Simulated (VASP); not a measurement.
# Mn (Im-3m) in VASP: a series of runs

Mn is run at these levels: PBE; tasks: single point.

Everything below comes from runs of VASP 6.6.1. Logs are shortened: lines on timing, memory, paths and dates and some standing lists are left out, and cuts for length are marked.

## (1) The cell of the first run

It takes space group Im-3m (No. 229, cubic). The conventional cell has a = 3.081 Å, b = 3.081 Å, c = 3.081 Å, α = 90.00°, β = 90.00°, γ = 90.00°. Within 3.5 Å of Mn (site symmetry m-3m) lie 14 Mn at 2.67 to 3.08 Å.

## (2) Single point, PBE

File INCAR:

```
SYSTEM = Mn
PREC     = Accurate       ! precision mode
ENCUT    = 520            ! plane-wave cutoff, eV
EDIFF    = 1E-6           ! SCF threshold, eV
ISMEAR   = -1             ! smearing method
SIGMA    = 0.05           ! smearing width, eV
LREAL    = .FALSE.        ! projectors in reciprocal space
LASPH    = .TRUE.         ! aspherical terms in the spheres
NELM     = 100            ! most SCF steps
ALGO     = Normal         ! electronic algorithm
ISIF     = 2              ! what is computed and relaxed
LWAVE    = .FALSE.        ! write WAVECAR
LCHARG   = .FALSE.        ! write CHGCAR
GGA      = PE             ! functional
NBANDS   = 20             ! bands
```

File KPOINTS:

```
Automatic mesh
0
G
  9 9 9
  0 0 0
```

File POSCAR:

```
Mn
1.0
    3.0810000000      0.0000000000      0.0000000000
    0.0000000000      3.0810000000      0.0000000000
    0.0000000000      0.0000000000      3.0810000000
Mn
2
Direct
    0.0000000000      0.0000000000      0.0000000000
    0.5000000000      0.5000000000      0.5000000000
```

Potentials or basis: VASP PAW PBE potentials, release 64 (Mn_pv).

Command:

```sh
$ cat potpaw_PBE.64/Mn_pv/POTCAR > POTCAR
$ mpirun -np 1 vasp_std > vasp.out
```

OUTCAR:

```text
SYSTEM = Mn
   PREC = Accurate
   ENCUT = 520
   EDIFF = 1E-6
   ISMEAR = -1
   LREAL = .FALSE.
   LASPH = .TRUE.
   NELM = 100
   ISIF = 2
   GGA = PE

 ion  position               nearest neighbor table
   1  0.000  0.000  0.000-   2 2.67   2 2.67   2 2.67   2 2.67   2 2.67   2 2.67   2 2.67   2 2.67

   2  0.500  0.500  0.500-   1 2.67   1 2.67   1 2.67   1 2.67   1 2.67   1 2.67   1 2.67   1 2.67

  LATTYP: Found a simple cubic cell.
 ALAT       =     3.0810000000

  Lattice vectors:

 A1 = (   3.0810000000,   0.0000000000,   0.0000000000)
 A2 = (   0.0000000000,   3.0810000000,   0.0000000000)
 A3 = (   0.0000000000,   0.0000000000,   3.0810000000)

Analysis of symmetry for initial positions (statically):
=====================================================================
 Subroutine PRICEL returns following result:

  LATTYP: Found a body centered cubic cell.
 ALAT       =     3.0810000000

  Lattice vectors:

 A1 = (   1.5405000000,   1.5405000000,  -1.5405000000)
 A2 = (  -1.5405000000,   1.5405000000,   1.5405000000)
 A3 = (   1.5405000000,  -1.5405000000,   1.5405000000)

   2 primitive cells build up your supercell.

 Routine SETGRP: Setting up the symmetry group for a
 simple cubic supercell.

 Subroutine GETGRP returns: Found 48 space group operations
 (whereof 48 operations were pure point group operations)
 out of a pool of 48 trial point group operations.

The static configuration has the point symmetry O_h .

Analysis of symmetry for dynamics (positions and initial velocities):
=====================================================================
 Subroutine PRICEL returns following result:

  LATTYP: Found a body centered cubic cell.
 ALAT       =     3.0810000000

  Lattice vectors:

 A1 = (   1.5405000000,   1.5405000000,  -1.5405000000)
 A2 = (  -1.5405000000,   1.5405000000,   1.5405000000)
 A3 = (   1.5405000000,  -1.5405000000,   1.5405000000)

   2 primitive cells build up your supercell.

 Routine SETGRP: Setting up the symmetry group for a
 simple cubic supercell.

 Subroutine GETGRP returns: Found 48 space group operations
 (whereof 48 operations were pure point group operations)
 out of a pool of 48 trial point group operations.

The dynamic configuration has the point symmetry O_h .

 Subroutine INISYM returns: Found 48 space group operations
 (whereof 48 operations are pure point group operations),
 and found     2 'primitive' translations

----------------------------------------------------------------------------------------

                                     Primitive cell

  volume of cell :      14.6233

  direct lattice vectors                    reciprocal lattice vectors
     1.540500000  1.540500000 -1.540500000     0.324569945  0.324569945  0.000000000
    -1.540500000  1.540500000  1.540500000     0.000000000  0.324569945  0.324569945
     1.540500000 -1.540500000  1.540500000     0.324569945  0.000000000  0.324569945

  length of vectors
     2.668224269  2.668224269  2.668224269     0.459011218  0.459011218  0.459011218

  position of ions in fractional coordinates (direct lattice)
     0.000000000  0.000000000  0.000000000

  ion indices of the primitive-cell ions
   primitive index   ion index
                 1           1

----------------------------------------------------------------------------------------

 KPOINTS: Automatic mesh

Automatic generation of k-mesh.
 Grid dimensions read from file:
 generate k-points for:    9    9    9

 Generating k-lattice:

  Cartesian coordinates                     Fractional coordinates (reciprocal lattice)
     0.036063327  0.000000000  0.000000000     0.111111111  0.000000000  0.000000000
     0.000000000  0.036063327  0.000000000     0.000000000  0.111111111  0.000000000
     0.000000000  0.000000000  0.036063327     0.000000000  0.000000000  0.111111111

  Length of vectors
     0.036063327  0.036063327  0.036063327

  Shift w.r.t. Gamma in fractional coordinates (k-lattice)
     0.000000000  0.000000000  0.000000000

 Subroutine IBZKPT returns following result:
 ===========================================

 Found     35 irreducible k-points:

 Following reciprocal coordinates:
            Coordinates               Weight
  0.000000  0.000000  0.000000      1.000000
  0.111111  0.000000  0.000000      6.000000
  0.222222  0.000000  0.000000      6.000000
  0.333333  0.000000  0.000000      6.000000
  0.444444  0.000000  0.000000      6.000000
  0.111111  0.111111  0.000000     12.000000
[... 16 lines left out ...]
  0.333333  0.333333  0.111111     24.000000
  0.444444  0.333333  0.111111     48.000000
 [... further k-points ...]
   k-points           NKPTS =     35   k-points in BZ     NKDIM =     35   number of bands    NBANDS=     20
   number of dos      NEDOS =    301   number of ions     NIONS =      2
   total plane-waves  NPLWV =  13824
   dimension x,y,z NGX =    24 NGY =   24 NGZ =   24
   dimension x,y,z NGXF=    48 NGYF=   48 NGZF=   48
   ions per type =               2
   NGX,Y,Z   is equivalent  to a cutoff of  12.95, 12.95, 12.95 a.u.
   NGXF,Y,Z  is equivalent  to a cutoff of  25.90, 25.90, 25.90 a.u.
 SYSTEM =  Mn
   PREC   = accura    normal or accurate (medium, high low for compatibility)
   ISTART =      0    job   : 0-new  1-cont  2-samecut
   ICHARG =      2    charge: 1-file 2-atom 10-const
   ISPIN  =      1    spin polarized calculation?
   LNONCOLLINEAR =      F non collinear calculations
   LSORBIT =      F    spin-orbit coupling
   LASPH  =      T    aspherical Exc in radial PAW
   ENCUT  =  520.0 eV  38.22 Ry    6.18 a.u.   5.73  5.73  5.73*2*pi/ulx,y,z
   NELM   =    100;   NELMIN=  2; NELMDL= -5     # of ELM steps
   EDIFF  = 0.1E-05   stopping-criterion for ELM
   LREAL  =      F    real-space projection
   EDIFFG = 0.1E-04   stopping-criterion for IOM
   NSW    =      0    number of steps for IOM
   IBRION =     -1    ionic relax: 0-MD 1-quasi-New 2-CG
   NFREE  =      0    steps in history (QN), initial steepest desc. (CG)
   ISIF   =      2    stress and relaxation
   ISYM   =      2    0-nonsym 1-usesym 2-fastsym
   POTIM  = 0.5000    time-step for ionic-motion
   TEBEG  =    0.0;   TEEND  =   0.0 temperature during run
   PSTRESS=    0.0 pullay stress
   NELECT =      26.0000    total number of electrons
   NUPDOWN=      -1.0000    fix difference up-down
   EMIN   =  10.00;   EMAX   =-10.00  energy-range for DOS
   EFERMI =   0.00;   METHOD = LEGACY
   ISMEAR =    -1;   SIGMA  =   0.05  broadening in eV -4-tet -1-fermi 0-gaus
   EFERMI_NEDOS =   21; number of points for ismear=-14 and -15
   IALGO  =     38    algorithm
   IMIX   =      4    mixing-type and parameters
     AMIX     =   0.40;   BMIX     =  1.00
     AMIX_MAG =   1.60;   BMIX_MAG =  1.00
  volume/ion in A,a.u.               =      14.62        98.68
  Fermi-wavevector in a.u.,A,eV,Ry     =   1.574131  2.974677 33.713725  2.477889
  Thomas-Fermi vector in A             =   2.675311
   LORBIT       =      0    0 simple, 1 ext, 2 COOP (PROOUT), +10 PAW based schemes
   GGA     = PE    functional components
   LHFCALC =     F    Hartree Fock is set to
   AEXX    =    0.0000 exact exchange contribution
   IVDW    =     0    specifies the selected vdW correction
   LEPSILON=     F    determine dielectric tensor
   LRPA    =     F    only Hartree local field effects (RPA)
 non-spin polarized calculation
  energy-cutoff  :      520.00
  volume of cell :       29.25
 maximum number of plane-waves:       808
 NGX is ok and might be reduce to    24
   NGX = 11   NGY = 11   NGZ = 11

 number of electron      25.9999989 magnetization

 Free energy of the ion-electron system (eV)
  ---------------------------------------------------
  ext. energy  EPLUGINS =         0.00000000
  ---------------------------------------------------
  free energy    TOTEN  =       -16.34197025 eV

  energy without entropy =      -16.28277656  energy(sigma->0) =      -16.31237340

 E-fermi :   6.9214     XC(G=0): -12.2575

 val. band max:        6.9023791874   @ k =   0.2222   0.1111   0.1111
 cond. band min:       6.9259391224   @ k =   0.2222   0.1111   0.0000
 fundamental gap:      0.0235599349
 Fermi energy:         6.9214164411

 k-point     1 :       0.0000    0.0000    0.0000
  band No.  band energies     occupation
      1     -41.2835      2.00000
      2     -41.2835      2.00000
      3     -41.2835      2.00000
      4     -41.0878      2.00000
      5     -41.0878      2.00000
      6     -41.0878      2.00000
[... 12 lines left out ...]
     19      15.3256      0.00000
     20      15.3256      0.00000

 k-point     2 :       0.1111    0.0000    0.0000
  band No.  band energies     occupation
      1     -41.2824      2.00000
      2     -41.2773      2.00000
      3     -41.2773      2.00000
      4     -41.0984      2.00000
      5     -41.0933      2.00000
      6     -41.0933      2.00000
[... 12 lines left out ...]
     19      15.7483      0.00000
     20      15.7483      0.00000

 k-point     3 :       0.2222    0.0000    0.0000
  band No.  band energies     occupation
      1     -41.2773      2.00000
      2     -41.2595      2.00000
      3     -41.2595      2.00000
      4     -41.1276      2.00000
      5     -41.1095      2.00000
      6     -41.1095      2.00000
[... 12 lines left out ...]
     19      16.8883      0.00000
     20      16.8883      0.00000

 k-point     4 :       0.3333    0.0000    0.0000
  band No.  band energies     occupation
      1     -41.2649      2.00000
      2     -41.2325      2.00000
      3     -41.2325      2.00000
      4     -41.1673      2.00000
      5     -41.1346      2.00000
      6     -41.1346      2.00000
[... 429 lines left out ...]
 k-point    23 :       0.3333    0.3333    0.1111
  band No.  band energies     occupation
      1     -41.3301      2.00000
      2     -41.2911      2.00000
      3     -41.2189      2.00000
      4     -41.1565      2.00000
      5     -41.1307      2.00000
      6     -41.0944      2.00000
[... 12 lines left out ...]
     19      13.5191      0.00000
     20      17.4004      0.00000

 k-point    24 :       0.4444    0.3333    0.1111
  band No.  band energies     occupation
      1     -41.3332      2.00000
      2     -41.3197      2.00000
      3     -41.1973      2.00000
      4     -41.1754      2.00000
      5     -41.1112      2.00000
      6     -41.0988      2.00000
[... 12 lines left out ...]
     19      14.1444      0.00000
     20      15.5508      0.00000

 [... further k-points ...]

------------------------ aborting loop because EDIFF is reached ----------------------------------------

  FORCE on cell =-STRESS in cart. coord.  units (eV):
  Direction    XX          YY          ZZ          XY          YZ          ZX
  --------------------------------------------------------------------------------------
  -------------------------------------------------------------------------------------
  Total       -7.7012310     -7.7012310     -7.7012310      0.0000000     -0.0000000     -0.0000000
  in kB     -421.8865109   -421.8865109   -421.8865109      0.0000000     -0.0000000     -0.0000000
  external PRESSURE =    -421.8865109 kB  Pullay stress =       0.0000000 kB

 VOLUME and BASIS-vectors are now :
 -----------------------------------------------------------------------------
  energy-cutoff  :      520.00
  volume of cell :       29.25
      direct lattice vectors                 reciprocal lattice vectors
     3.081000000  0.000000000  0.000000000     0.324569945  0.000000000  0.000000000
     0.000000000  3.081000000  0.000000000     0.000000000  0.324569945  0.000000000
     0.000000000  0.000000000  3.081000000     0.000000000  0.000000000  0.324569945

 POSITION                                       TOTAL-FORCE (eV/Angst)
 -----------------------------------------------------------------------------------
      0.00000      0.00000      0.00000         0.000000     -0.000000      0.000000
      1.54050      1.54050      1.54050        -0.000000      0.000000     -0.000000
 -----------------------------------------------------------------------------------
    total drift:                                0.000000      0.000000     -0.000000

  FREE ENERGIE OF THE ION-ELECTRON SYSTEM (eV)
  ---------------------------------------------------
  free  energy   TOTEN  =       -16.3419702479 eV

  energy  without entropy=      -16.2827765584  energy(sigma->0) =      -16.31237340
```

Wall time 12 s (1 thread of Intel Xeon Platinum 8259CL at 2.50GHz (Skylake/Cascade Lake), shared host); peak memory 0.14 GiB.

What came out:

```yaml
Free_energy: -16.3420 eV
Pressure: -42.2 GPa
Band_gap_on_the_k_mesh: zero (band 13 reaches 7.33 eV, above the bottom of band 14 at 6.36 eV)
```

Caveat: the run has no spin polarisation, though such a crystal can be magnetic.

## (3) Single point, PBE, collinear spin, ferromagnetic start

File INCAR:

```
PREC = Accurate
ENCUT = 520
EDIFF = 1E-6
ISMEAR = -1
SIGMA = 0.05
LREAL = F
LASPH = T
NELM = 150
ALGO = Normal
ISIF = 2
LWAVE = F
LCHARG = F
ISPIN = 2
MAGMOM = 4 4
LORBIT = 11
LMAXMIX = 4
GGA = PE
NBANDS = 24
```

File KPOINTS:

```
Automatic mesh
0
Gamma
  9 9 9
```

POSCAR is that of step 2.

Potentials or basis: VASP PAW PBE potentials, release 64 (Mn_pv).

Command:

```sh
$ cat potpaw_PBE.64/Mn_pv/POTCAR > POTCAR
$ mpirun -np 1 vasp_std > vasp.out
```

Wall time 36 s (1 thread of Intel Xeon Platinum 8259CL at 2.50GHz (Skylake/Cascade Lake), shared host); peak memory 0.16 GiB.

It converged, with:

```yaml
Free_energy: -16.6697 eV
Pressure: -13.9 GPa
Net_moment: 5.73 μB per cell
Site_moments: Mn +2.80 μB
Valence_electrons_inside_the_program's_atomic_spheres: Mn 11.55
```

Levels at points of the mesh, in eV from the Fermi level:
Spin up:
```csv
k point,band 13,band 14,band 15,band 16,band 17,band 18,band 19,band 20
"(0.00, 0.00, 0.00)",-0.58,-0.58,0.27,0.27,0.27,8.12,8.12,8.12
```
Spin down:
```tsv
k point	band 5	band 6	band 7	band 8	band 9	band 10	band 11	band 12	band 13	band 14
(0.00, 0.00, 0.00)	-45.71	-45.71	-6.83	-1.68	-1.68	0.78	0.78	0.78	2.35	2.35
```
